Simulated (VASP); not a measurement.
# SnTe (Fm-3m) in VASP: a series of runs

SnTe is run at these levels: PBE, PBEsol; tasks: single point.

All numbers are computed with VASP 6.6.1; they aren't measurements. Logs are shortened: lines on timing, memory, paths and dates and some standing lists are left out, and cuts for length are marked.

### 1 The cell of the first run

The structure is cubic, space group Fm-3m (No. 225). The conventional cell has a = 6.302 Å, b = 6.302 Å, c = 6.302 Å, α = 90.00°, β = 90.00°, γ = 90.00°. Te (site symmetry m-3m) has 6 Sn at 3.15 Å within 4.1 Å. Within 4.1 Å of Sn (site symmetry m-3m) lie 6 Te at 3.15 Å.

### 2 Single point, PBE

INCAR

```
  PREC = Accurate
  ENCUT = 520
  EDIFF = 1E-7
  ISMEAR = -1
  SIGMA = 0.03
  LREAL = F
  LASPH = T
  NELM = 100
  ALGO = Normal
  ISIF = 2
  LWAVE = F
  LCHARG = F
  GGA = PE
  NBANDS = 17
```

KPOINTS

```
regular mesh
0
Gamma
  3 3 3
```

POSCAR

```
SnTe
1.0
    0.0000000000      3.1508500000      3.1508500000
    3.1508500000      0.0000000000      3.1508500000
    3.1508500000      3.1508500000      0.0000000000
Te Sn
1 1
Direct
    0.5000000000      0.5000000000      0.5000000000
    0.0000000000      0.0000000000      0.0000000000
```

Potentials or basis: VASP PAW PBE potentials, release 64 (Te, Sn_d).

Started as:

```sh
$ cat potpaw_PBE.64/Te/POTCAR potpaw_PBE.64/Sn_d/POTCAR > POTCAR
$ mpirun -np 1 vasp_std > vasp.out
```

OUTCAR:

```text
PREC = Accurate
   ENCUT = 520
   EDIFF = 1E-7
   ISMEAR = -1
   LREAL = F
   LASPH = T
   NELM = 100
   ISIF = 2
   GGA = PE

 ion  position               nearest neighbor table
   1  0.500  0.500  0.500-   2 3.15   2 3.15   2 3.15   2 3.15   2 3.15   2 3.15
   2  0.000  0.000  0.000-   1 3.15   1 3.15   1 3.15   1 3.15   1 3.15   1 3.15

  LATTYP: Found a face centered cubic cell.
 ALAT       =     6.3017000000

  Lattice vectors:

 A1 = (   0.0000000000,   3.1508500000,   3.1508500000)
 A2 = (   3.1508500000,   0.0000000000,   3.1508500000)
 A3 = (   3.1508500000,   3.1508500000,   0.0000000000)

Analysis of symmetry for initial positions (statically):
[... 33 lines left out ...]
                                     Primitive cell

  volume of cell :      62.5624

  direct lattice vectors                    reciprocal lattice vectors
     0.000000000  3.150850000  3.150850000    -0.158687338  0.158687338  0.158687338
     3.150850000  0.000000000  3.150850000     0.158687338 -0.158687338  0.158687338
     3.150850000  3.150850000  0.000000000     0.158687338  0.158687338 -0.158687338

  length of vectors
     4.455974803  4.455974803  4.455974803     0.274854533  0.274854533  0.274854533

  position of ions in fractional coordinates (direct lattice)
     0.500000000  0.500000000  0.500000000
     0.000000000  0.000000000  0.000000000

  ion indices of the primitive-cell ions
   primitive index   ion index
                 1           1
                 2           2

----------------------------------------------------------------------------------------

 KPOINTS: regular mesh

Automatic generation of k-mesh.
 Grid dimensions read from file:
 generate k-points for:    3    3    3

 Generating k-lattice:

  Cartesian coordinates                     Fractional coordinates (reciprocal lattice)
    -0.052895779  0.052895779  0.052895779     0.333333333  0.000000000  0.000000000
     0.052895779 -0.052895779  0.052895779     0.000000000  0.333333333  0.000000000
     0.052895779  0.052895779 -0.052895779     0.000000000  0.000000000  0.333333333

  Length of vectors
     0.091618178  0.091618178  0.091618178

  Shift w.r.t. Gamma in fractional coordinates (k-lattice)
     0.000000000  0.000000000  0.000000000

 Subroutine IBZKPT returns following result:
 ===========================================

 Found      4 irreducible k-points:

 Following reciprocal coordinates:
            Coordinates               Weight
  0.000000  0.000000  0.000000      1.000000
  0.333333  0.000000  0.000000      8.000000
  0.333333  0.333333  0.000000      6.000000
 -0.333333  0.333333  0.000000     12.000000
   k-points           NKPTS =      4   k-points in BZ     NKDIM =      4   number of bands    NBANDS=     17
   number of dos      NEDOS =    301   number of ions     NIONS =      2
   total plane-waves  NPLWV =  46656
   dimension x,y,z NGX =    36 NGY =   36 NGZ =   36
   dimension x,y,z NGXF=    72 NGYF=   72 NGZF=   72
   ions per type =               1   1
   NGX,Y,Z   is equivalent  to a cutoff of  13.43, 13.43, 13.43 a.u.
   NGXF,Y,Z  is equivalent  to a cutoff of  26.86, 26.86, 26.86 a.u.
 SYSTEM =  unknown system
   PREC   = accura    normal or accurate (medium, high low for compatibility)
   ISTART =      0    job   : 0-new  1-cont  2-samecut
   ICHARG =      2    charge: 1-file 2-atom 10-const
   ISPIN  =      1    spin polarized calculation?
   LNONCOLLINEAR =      F non collinear calculations
   LSORBIT =      F    spin-orbit coupling
   LASPH  =      T    aspherical Exc in radial PAW
   ENCUT  =  520.0 eV  38.22 Ry    6.18 a.u.   8.29  8.29  8.29*2*pi/ulx,y,z
   NELM   =    100;   NELMIN=  2; NELMDL= -5     # of ELM steps
   EDIFF  = 0.1E-06   stopping-criterion for ELM
   LREAL  =      F    real-space projection
   EDIFFG = 0.1E-05   stopping-criterion for IOM
   NSW    =      0    number of steps for IOM
   IBRION =     -1    ionic relax: 0-MD 1-quasi-New 2-CG
   NFREE  =      0    steps in history (QN), initial steepest desc. (CG)
   ISIF   =      2    stress and relaxation
   ISYM   =      2    0-nonsym 1-usesym 2-fastsym
   POTIM  = 0.5000    time-step for ionic-motion
   TEBEG  =    0.0;   TEEND  =   0.0 temperature during run
   PSTRESS=    0.0 pullay stress
   NELECT =      20.0000    total number of electrons
   NUPDOWN=      -1.0000    fix difference up-down
   EMIN   =  10.00;   EMAX   =-10.00  energy-range for DOS
   EFERMI =   0.00;   METHOD = LEGACY
   ISMEAR =    -1;   SIGMA  =   0.03  broadening in eV -4-tet -1-fermi 0-gaus
   EFERMI_NEDOS =   21; number of points for ismear=-14 and -15
   IALGO  =     38    algorithm
   IMIX   =      4    mixing-type and parameters
     AMIX     =   0.40;   BMIX     =  1.00
     AMIX_MAG =   1.60;   BMIX_MAG =  1.00
  volume/ion in A,a.u.               =      31.28       211.10
  Fermi-wavevector in a.u.,A,eV,Ry     =   1.119387  2.115336 17.048485  1.253028
  Thomas-Fermi vector in A             =   2.256026
   LORBIT       =      0    0 simple, 1 ext, 2 COOP (PROOUT), +10 PAW based schemes
   GGA     = PE    functional components
   LHFCALC =     F    Hartree Fock is set to
   AEXX    =    0.0000 exact exchange contribution
   IVDW    =     0    specifies the selected vdW correction
   LEPSILON=     F    determine dielectric tensor
   LRPA    =     F    only Hartree local field effects (RPA)
 non-spin polarized calculation
  energy-cutoff  :      520.00
  volume of cell :       62.56
 maximum number of plane-waves:      1700
 NGX is ok and might be reduce to    36
   NGX = 17   NGY = 17   NGZ = 17

 number of electron      19.9999998 magnetization

 Free energy of the ion-electron system (eV)
  ---------------------------------------------------
  ext. energy  EPLUGINS =         0.00000000
  ---------------------------------------------------
  free energy    TOTEN  =        -7.63297885 eV

  energy without entropy =       -7.63297885  energy(sigma->0) =       -7.63297885

 E-fermi :   7.0709     XC(G=0):  -9.5081

 val. band max:        6.3457221503   @ k =   0.3333   0.0000   0.0000
 cond. band min:       7.8976690569   @ k =   0.3333   0.0000   0.0000
 fundamental gap:      1.5519469065
 Fermi energy:         7.0709404311

 k-point     1 :       0.0000    0.0000    0.0000
  band No.  band energies     occupation
      1     -14.9776      2.00000
      2     -14.9776      2.00000
      3     -14.9704      2.00000
      4     -14.9704      2.00000
      5     -14.9704      2.00000
      6      -5.8612      2.00000
[... 9 lines left out ...]
     16      11.6955      0.00000
     17      13.7581      0.00000

 k-point     2 :       0.3333    0.0000    0.0000
  band No.  band energies     occupation
      1     -14.9813      2.00000
      2     -14.9813      2.00000
      3     -14.9692      2.00000
      4     -14.9653      2.00000
      5     -14.9653      2.00000
      6      -5.0279      2.00000
[... 9 lines left out ...]
     16      13.7762      0.00000
     17      17.6432      0.00000

 k-point     3 :       0.3333    0.3333    0.0000
  band No.  band energies     occupation
      1     -14.9901      2.00000
      2     -14.9741      2.00000
      3     -14.9733      2.00000
      4     -14.9624      2.00000
      5     -14.9624      2.00000
      6      -4.7866      2.00000
[... 9 lines left out ...]
     16      15.9364      0.00000
     17      16.1936      0.00000

 k-point     4 :      -0.3333    0.3333    0.0000
  band No.  band energies     occupation
      1     -14.9879      2.00000
      2     -14.9786      2.00000
      3     -14.9682      2.00000
      4     -14.9641      2.00000
      5     -14.9622      2.00000
      6      -4.2981      2.00000
[... 9 lines left out ...]
     16      14.5921      0.00000
     17      16.9026      0.00000

------------------------ aborting loop because EDIFF is reached ----------------------------------------

  FORCE on cell =-STRESS in cart. coord.  units (eV):
  Direction    XX          YY          ZZ          XY          YZ          ZX
  --------------------------------------------------------------------------------------
  -------------------------------------------------------------------------------------
  Total        0.8794840      0.8794840      0.8794840     -0.0000000      0.0000000     -0.0000000
  in kB       22.5229543     22.5229543     22.5229543     -0.0000000      0.0000000     -0.0000000
  external PRESSURE =      22.5229543 kB  Pullay stress =       0.0000000 kB

 VOLUME and BASIS-vectors are now :
 -----------------------------------------------------------------------------
  energy-cutoff  :      520.00
  volume of cell :       62.56
      direct lattice vectors                 reciprocal lattice vectors
     0.000000000  3.150850000  3.150850000    -0.158687338  0.158687338  0.158687338
     3.150850000  0.000000000  3.150850000     0.158687338 -0.158687338  0.158687338
     3.150850000  3.150850000  0.000000000     0.158687338  0.158687338 -0.158687338

 POSITION                                       TOTAL-FORCE (eV/Angst)
 -----------------------------------------------------------------------------------
      3.15085      3.15085      3.15085        -0.000000     -0.000000      0.000000
      0.00000      0.00000      0.00000         0.000000      0.000000     -0.000000
 -----------------------------------------------------------------------------------
    total drift:                               -0.000000      0.000000      0.000000

  FREE ENERGIE OF THE ION-ELECTRON SYSTEM (eV)
  ---------------------------------------------------
  free  energy   TOTEN  =        -7.6329788477 eV

  energy  without entropy=       -7.6329788477  energy(sigma->0) =       -7.63297885
```

It took 7.5 s on 1 thread of Intel Xeon 6975P-C, shared host; peak memory 0.2 GiB.

What came out:

| Property | Result |
| --- | --- |
| Free energy | -7.6330 eV |
| Pressure | 2.3 GPa |

Caveat: the k points lie up to 0.58 Å⁻¹ apart; this odd mesh misses L, where the gap lies, so gap, dielectric constants and Born charges aren't listed; spin-orbit coupling is left out, which moves the levels of the heavy elements.

### 3 Single point, PBEsol

INCAR

```
SYSTEM = SnTe
  ALGO = Normal
  EDIFF = 1E-6
  ENCUT = 520
  GGA = PS
  ISIF = 2
  ISMEAR = 0
  LASPH = .TRUE.
  LCHARG = .FALSE.
  LREAL = .FALSE.
  LWAVE = .FALSE.
  NBANDS = 17
  NELM = 60
  PREC = Accurate
  SIGMA = 0.05
```

KPOINTS

```
k-points
0
G
  7 7 7
  0 0 0
```

POSCAR is that of step 2.

Potentials or basis: VASP PAW PBE potentials, release 64 (Te, Sn_d).

Started as:

```sh
$ cat potpaw_PBE.64/Te/POTCAR potpaw_PBE.64/Sn_d/POTCAR > POTCAR
$ mpirun -np 1 vasp_std > vasp.out
```

Run time: 13 s. Hardware: 1 thread of Intel Xeon 6975P-C, shared host; peak memory 0.21 GiB.

It converged, with:

| Item | Value |
| --- | --- |
| Free energy | -8.3444 eV |
| Pressure | -0.4 GPa |

Levels at points of the mesh, in eV from the Fermi level:
```csv
k point,band 6,band 7,band 8,band 9,band 10,band 11,band 12,band 13,band 14,band 15
"(0.00, 0.00, 0.00)",-12.83,-4.72,-2.14,-2.14,-2.14,3.33,3.33,3.33,4.71,4.71
```

Caveat: this odd mesh misses L, where the gap lies, so gap, dielectric constants and Born charges aren't listed; the PAW data sets were made with another functional, which shifts forces and pressure a little; spin-orbit coupling is left out, which moves the levels of the heavy elements.
